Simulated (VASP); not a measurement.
# Mo (R-3m) in VASP: a series of runs

Runs on Mo. Level: PBEsol. Tasks: single point, relaxation of cell and atoms.

Program: VASP 6.6.1. These are calculated values, not measurements. Logs are shortened: lines on timing, memory, paths and dates and some standing lists are left out, and cuts for length are marked.

### 1 The cell of the first run

The structure is trigonal, space group R-3m (No. 166). The conventional cell has a = 2.953 Å, b = 2.953 Å, c = 18.656 Å, α = 90.00°, β = 90.00°, γ = 120.00°. Mo (site symmetry -3m) has 12 Mo at 2.66 to 2.95 Å within 3.5 Å. Within 3.5 Å of Mo (site symmetry 3m) lie 12 Mo at 2.66 to 2.95 Å.

### 2 Single point, PBEsol

The input, INCAR:

```
SYSTEM = Mo
  PREC = Accurate
  ENCUT = 520
  EDIFF = 1E-7
  ISMEAR = 0
  SIGMA = 0.1
  LREAL = .False.
  LASPH = .True.
  NELM = 60
  ALGO = Fast
  ISIF = 2
  LWAVE = .False.
  LCHARG = .False.
  GGA = PS
  NBANDS = 28
```

The input, KPOINTS:

```
Automatic mesh
0
Gamma
  6 6 6
  0 0 0
```

The input, POSCAR:

```
Mo
1.0
    1.4765840273      0.8525061856      6.2185410664
   -1.4765840273      0.8525061856      6.2185410664
    0.0000000000     -1.7050123713      6.2185410664
Mo
3
Direct
    0.0000000000      0.0000000000      0.0000000000
    0.2241681805      0.2241681805      0.2241681805
    0.7758318195      0.7758318195      0.7758318195
```

Potentials or basis: VASP PAW PBE potentials, release 64 (Mo_sv).

Launch:

```console
$ cat potpaw_PBE.64/Mo_sv/POTCAR > POTCAR
$ mpirun -np 1 vasp_std > vasp.out
```

OUTCAR:

```text
SYSTEM = Mo
   PREC = Accurate
   ENCUT = 520
   EDIFF = 1E-7
   ISMEAR = 0
   LREAL = .False.
   LASPH = .True.
   NELM = 60
   ISIF = 2
   GGA = PS

 ion  position               nearest neighbor table
   1  0.000  0.000  0.000-   3 2.66   3 2.66   2 2.66   2 2.66   3 2.66   2 2.66
   2  0.224  0.224  0.224-   1 2.66   1 2.66   1 2.66   3 2.74   3 2.74   3 2.74
   3  0.776  0.776  0.776-   1 2.66   1 2.66   1 2.66   2 2.74   2 2.74   2 2.74

  LATTYP: Found a trigonal (rhomboedric) cell.
 ALAT       =     6.4480477806
 COS(alpha) =     0.8951206869

  Lattice vectors:

 A1 = (   1.4765840273,   0.8525061856,   6.2185410664)
 A2 = (  -1.4765840273,   0.8525061856,   6.2185410664)
 A3 = (   0.0000000000,  -1.7050123713,   6.2185410664)

Analysis of symmetry for initial positions (statically):
=====================================================================
 Subroutine PRICEL returns:
 Original cell was already a primitive cell.

 Routine SETGRP: Setting up the symmetry group for a
 trigonal (rhombohedral) supercell.

 Subroutine GETGRP returns: Found 12 space group operations
 (whereof 12 operations were pure point group operations)
 out of a pool of 12 trial point group operations.

The static configuration has the point symmetry D_3d.

Analysis of symmetry for dynamics (positions and initial velocities):
=====================================================================
 Subroutine PRICEL returns:
 Original cell was already a primitive cell.

 Routine SETGRP: Setting up the symmetry group for a
 trigonal (rhombohedral) supercell.

 Subroutine GETGRP returns: Found 12 space group operations
 (whereof 12 operations were pure point group operations)
 out of a pool of 12 trial point group operations.

The dynamic configuration has the point symmetry D_3d.

 Subroutine INISYM returns: Found 12 space group operations
 (whereof 12 operations are pure point group operations),
 and found     1 'primitive' translations

----------------------------------------------------------------------------------------

                                     Primitive cell

  volume of cell :      46.9673

[... 84 lines left out ...]
   ISPIN  =      1    spin polarized calculation?
   LNONCOLLINEAR =      F non collinear calculations
   LSORBIT =      F    spin-orbit coupling
   LASPH  =      T    aspherical Exc in radial PAW
   ENCUT  =  520.0 eV  38.22 Ry    6.18 a.u.  11.99 11.99 11.99*2*pi/ulx,y,z
   NELM   =     60;   NELMIN=  2; NELMDL= -5     # of ELM steps
   EDIFF  = 0.1E-06   stopping-criterion for ELM
   LREAL  =      F    real-space projection
   EDIFFG = 0.1E-05   stopping-criterion for IOM
   NSW    =      0    number of steps for IOM
   IBRION =     -1    ionic relax: 0-MD 1-quasi-New 2-CG
   NFREE  =      0    steps in history (QN), initial steepest desc. (CG)
   ISIF   =      2    stress and relaxation
   ISYM   =      2    0-nonsym 1-usesym 2-fastsym
   POTIM  = 0.5000    time-step for ionic-motion
   TEBEG  =    0.0;   TEEND  =   0.0 temperature during run
   PSTRESS=    0.0 pullay stress
   NELECT =      42.0000    total number of electrons
   NUPDOWN=      -1.0000    fix difference up-down
   EMIN   =  10.00;   EMAX   =-10.00  energy-range for DOS
   EFERMI =   0.00;   METHOD = LEGACY
   ISMEAR =     0;   SIGMA  =   0.10  broadening in eV -4-tet -1-fermi 0-gaus
   EFERMI_NEDOS =   21; number of points for ismear=-14 and -15
   IALGO  =     68    algorithm
   IMIX   =      4    mixing-type and parameters
     AMIX     =   0.40;   BMIX     =  1.00
     AMIX_MAG =   1.60;   BMIX_MAG =  1.00
  volume/ion in A,a.u.               =      15.66       105.65
  Fermi-wavevector in a.u.,A,eV,Ry     =   1.577222  2.980517 33.846242  2.487629
  Thomas-Fermi vector in A             =   2.677937
   LORBIT       =      0    0 simple, 1 ext, 2 COOP (PROOUT), +10 PAW based schemes
   GGA     = PS    functional components
   LHFCALC =     F    Hartree Fock is set to
   AEXX    =    0.0000 exact exchange contribution
   IVDW    =     0    specifies the selected vdW correction
   LEPSILON=     F    determine dielectric tensor
   LRPA    =     F    only Hartree local field effects (RPA)
 non-spin polarized calculation
 RMM-DIIS sequential band-by-band and
 Gauss-broadening in eV      SIGMA  =   0.10
  energy-cutoff  :      520.00
  volume of cell :       46.97
 maximum number of plane-waves:      1292
   NGX = 23   NGY = 23   NGZ = 23

 number of electron      42.0000002 magnetization

 Free energy of the ion-electron system (eV)
  ---------------------------------------------------
  ext. energy  EPLUGINS =         0.00000000
  ---------------------------------------------------
  free energy    TOTEN  =       -33.94978942 eV

  energy without entropy =      -33.93067674  energy(sigma->0) =      -33.94023308

 E-fermi :  12.2397     XC(G=0): -13.4789

 val. band max:       12.2315805688   @ k =   0.5000   0.5000   0.0000
 cond. band min:      12.2604638795   @ k =   0.3333   0.3333   0.1667
 fundamental gap:      0.0288833107
 Fermi energy:        12.2396868981

 k-point     1 :       0.0000    0.0000    0.0000
  band No.  band energies     occupation
      1     -48.6097      2.00000
      2     -48.2898      2.00000
      3     -48.2815      2.00000
      4     -23.0971      2.00000
      5     -22.9280      2.00000
      6     -22.3293      2.00000
[... 733 lines left out ...]
     27      16.3898      0.00000
     28      17.3411      0.00000

 [... further k-points ...]

------------------------ aborting loop because EDIFF is reached ----------------------------------------

  FORCE on cell =-STRESS in cart. coord.  units (eV):
  Direction    XX          YY          ZZ          XY          YZ          ZX
  --------------------------------------------------------------------------------------
  -------------------------------------------------------------------------------------
  Total        0.0873535      0.0873535      0.1633108      0.0000000     -0.0000000      0.0000000
  in kB        2.9798564      2.9798564      5.5709601      0.0000000     -0.0000000      0.0000000
  external PRESSURE =       3.8435577 kB  Pullay stress =       0.0000000 kB

 VOLUME and BASIS-vectors are now :
 -----------------------------------------------------------------------------
  energy-cutoff  :      520.00
  volume of cell :       46.97
      direct lattice vectors                 reciprocal lattice vectors
     1.476584027  0.852506186  6.218541066     0.338619402  0.195502003  0.053603141
    -1.476584027  0.852506186  6.218541066    -0.338619402  0.195502003  0.053603141
     0.000000000 -1.705012371  6.218541066     0.000000000 -0.391004006  0.053603141

 POSITION                                       TOTAL-FORCE (eV/Angst)
 -----------------------------------------------------------------------------------
      0.00000      0.00000      0.00000         0.000000     -0.000000     -0.000000
      0.00000     -0.00000      4.18200        -0.000000      0.000000     -0.006280
      0.00000     -0.00000     14.47363        -0.000000     -0.000000      0.006280
 -----------------------------------------------------------------------------------
    total drift:                                0.000000     -0.000000      0.000000

  FREE ENERGIE OF THE ION-ELECTRON SYSTEM (eV)
  ---------------------------------------------------
  free  energy   TOTEN  =       -33.9497894165 eV

  energy  without entropy=      -33.9306767412  energy(sigma->0) =      -33.94023308
```

It took 84 s on 1 thread of Intel Xeon 6975P-C (Granite Rapids), shared host; peak memory 0.31 GiB.

Results:

```yaml
Free_energy: -33.9498 eV
Pressure: 0.4 GPa
Largest_force: 0.006 eV/Å
Band_gap_on_the_k_mesh: zero (bands 21 and 22 overlap by 1.70 eV)
```

Forces in eV/Å, atoms in the order of the input:
```
Mo   0.000  0.000  0.000
Mo   0.000  0.000 -0.006
Mo   0.000  0.000  0.006
```

Stress tensor (GPa, compression positive):
```
0.30 0.00 0.00
0.00 0.30 0.00
0.00 0.00 0.56
```

Caveat: the k points lie up to 0.41 Å⁻¹ apart, too coarse for converged energies and pressures of a metal; the PAW data sets were made with another functional, which shifts forces and pressure a little.

### 3 Relaxation of cell and atoms, PBEsol

This run uses another cell than the first one, of 18.46 Å³/atom.

The input, INCAR:

```
  PREC = Accurate
  ENCUT = 600
  EDIFF = 1E-7
  ISMEAR = 0
  SIGMA = 0.1
  LREAL = F
  LASPH = T
  NELM = 100
  ALGO = Fast
  ISIF = 3
  LWAVE = F
  LCHARG = F
  GGA = PS
  IBRION = 2
  NSW = 90
  EDIFFG = -0.04
```

The input, KPOINTS:

```
regular mesh
0
Gamma
  6 6 6
```

The input, POSCAR:

```
Mo
1.0
    1.4901097248      0.8603152507      7.2016067993
   -1.4901097248      0.8603152507      7.2016067993
    0.0000000000     -1.7206305015      7.2016067993
Mo
3
Direct
    0.0000000000      0.0000000000      0.0000000000
    0.2222200000      0.2222200000      0.2222200000
    0.7777800000      0.7777800000      0.7777800000
```

Potentials or basis: VASP PAW PBE potentials, release 64 (Mo_sv).

Launch:

```console
$ cat potpaw_PBE.64/Mo_sv/POTCAR > POTCAR
$ mpirun -np 1 vasp_std > vasp.out
```

It took 39 min on 1 thread of Intel Xeon 6975P-C (Granite Rapids), shared host; peak memory 0.55 GiB.

The run converged. Its results:

```
Free energy                           : -33.9366 eV
Relaxed volume                        : 15.55 Å³/atom
Relaxed cell                          : a = 6.737 Å, b = 6.737 Å, c = 6.737 Å, α = 24.61°, β = 24.61°, γ = 24.61°
Space group after relaxing (to 0.1 Å) : R-3m (No. 166)
Pressure after relaxing               : 0.1 GPa
Largest force after relaxing          : 0.032 eV/Å
Band gap on the k mesh                : zero (bands 21 and 22 overlap by 1.61 eV)
```

Forces on the atoms (eV/Å):
```
Mo   0.000  0.000  0.000
Mo   0.000  0.000 -0.032
Mo   0.000  0.000  0.032
```

Stress tensor (GPa, compression positive):
```
 0.30  0.00  0.00
 0.00  0.30  0.00
 0.00  0.00 -0.27
```

Final structure:
```yaml
crystal:
  lattice:
    - [1.43591, 0.82902, 6.53019]
    - [-1.43591, 0.82902, 6.53019]
    - [0.00000, -1.65804, 6.53019]
  atoms:
    - { symbol: Mo, position: [0.00000, 0.00000, 0.00000] }
    - { symbol: Mo, position: [0.22420, 0.22420, 0.22420] }
    - { symbol: Mo, position: [0.77580, 0.77580, 0.77580] }
```

Levels at points of the mesh, in eV from the Fermi level:
```tsv
k point	band 17	band 18	band 19	band 20	band 21	band 22	band 23	band 24	band 25
(0.00, 0.00, 0.00)	-1.36	-0.80	-0.80	-0.67	-0.67	-0.31	0.09	0.20	1.12
(0.50, 0.00, 0.00)	-3.50	-1.57	-0.52	-0.48	0.84	2.16	2.42	2.86	3.59
(0.50, 0.50, 0.00)	-1.94	-1.79	-0.67	-0.33	0.12	0.40	2.51	3.67	3.73
(0.50, 0.50, 0.50)	-1.34	-1.08	-0.96	-0.96	-0.56	-0.53	-0.53	1.40	2.43
```

Caveat: the k points lie up to 0.42 Å⁻¹ apart in the final cell, too coarse for converged energies and pressures of a metal; the volume moved by over 15 % at a fixed basis, so the end points are rough; the PAW data sets were made with another functional, which shifts forces and pressure a little.

### 4 Single point, PBEsol

This run uses another cell than the first one, of 15.61 Å³/atom.

The input, INCAR:

```
ALGO = Fast
EDIFF = 1E-7
ENCUT = 520
GGA = PS
ISIF = 2
ISMEAR = 0
LASPH = True
LCHARG = False
LREAL = False
LWAVE = False
NBANDS = 28
NELM = 80
PREC = Accurate
SIGMA = 0.1
```

The input, KPOINTS:

```
k-points
0
Gamma
  18 18 18
```

The input, POSCAR:

```
Mo
1.0
    1.4630017202      0.8446644370      6.3153392331
   -1.4630017202      0.8446644370      6.3153392331
    0.0000000000     -1.6893288740      6.3153392331
Mo
3
Direct
    0.0000000000      0.0000000000      0.0000000000
    0.2245314396      0.2245314396      0.2245314396
    0.7754685604      0.7754685604      0.7754685604
```

Launch:

```console
$ cat potpaw_PBE.64/Mo_sv/POTCAR > POTCAR
$ mpirun -np 1 vasp_std > vasp.out
```

Run time: 33 min. Hardware: 1 thread of Intel Xeon 6975P-C (Granite Rapids), shared host; peak memory 0.78 GiB.

It converged, with:

| Item | Value |
| --- | --- |
| Free energy | -34.0170 eV |
| Pressure | 0.5 GPa |
| Largest force | 0.007 eV/Å |
| Band gap on the k mesh | zero (bands 21 and 22 overlap by 1.72 eV) |

Forces in eV/Å, atoms in the order of the input:
```
Mo   0.000  0.000  0.000
Mo   0.000  0.000 -0.007
Mo   0.000  0.000  0.007
```

Stress tensor (GPa, compression positive):
```
0.48 0.00 0.00
0.00 0.48 0.00
0.00 0.00 0.58
```

Levels at points of the mesh, in eV from the Fermi level:
| k point | band 18 | band 19 | band 20 | band 21 | band 22 | band 23 | band 24 | band 25 |
| --- | --- | --- | --- | --- | --- | --- | --- | --- |
| (0.00, 0.00, 0.00) | -0.98 | -0.98 | -0.93 | -0.93 | 0.05 | 0.58 | 0.58 | 1.01 |
| (0.50, 0.00, 0.00) | -1.97 | -0.69 | -0.18 | 1.01 | 2.03 | 2.23 | 2.81 | 3.14 |
| (0.50, 0.50, 0.00) | -1.55 | -1.04 | -0.60 | 0.07 | 0.43 | 2.43 | 3.21 | 3.35 |
| (0.50, 0.50, 0.50) | -1.24 | -1.24 | -0.78 | -0.68 | -0.68 | -0.16 | 1.20 | 1.20 |

Caveat: the PAW data sets were made with another functional, which shifts forces and pressure a little.

### 5 Overview

```tsv
task	cell	k mesh	cutoff (eV)	gap on the mesh (eV)	pressure (GPa)	largest force (eV/Å)
single point	a = 6.448 Å, angles 26.5°, 3 atoms, atomic positions A	6 × 6 × 6	520	none	0.4	0.01
relaxation of cell and atoms	relaxed from a = 7.404 Å, angles 23.2°, 3 atoms, atomic positions B	6 × 6 × 6	600	none	0.1	0.03
single point	a = 6.537 Å, angles 25.9°, 3 atoms, atomic positions C	18 × 18 × 18	520	none	0.5	0.01
```

Alike in all rows: level PBEsol; potentials or basis VASP PAW PBE potentials, release 64 (Mo_sv); no spin polarisation; smearing gaussian 0.1 eV.

Caveats: some runs use coarse meshes; the PAW data sets were made with another functional, which shifts forces and pressure a little; the volume moved by over 15 % at a fixed basis, so the end points are rough (at least some runs).

Absolute energies hang on the potentials; compare differences alone.

The gap in the log of VASP goes by the Fermi energy; the results here count the filled bands.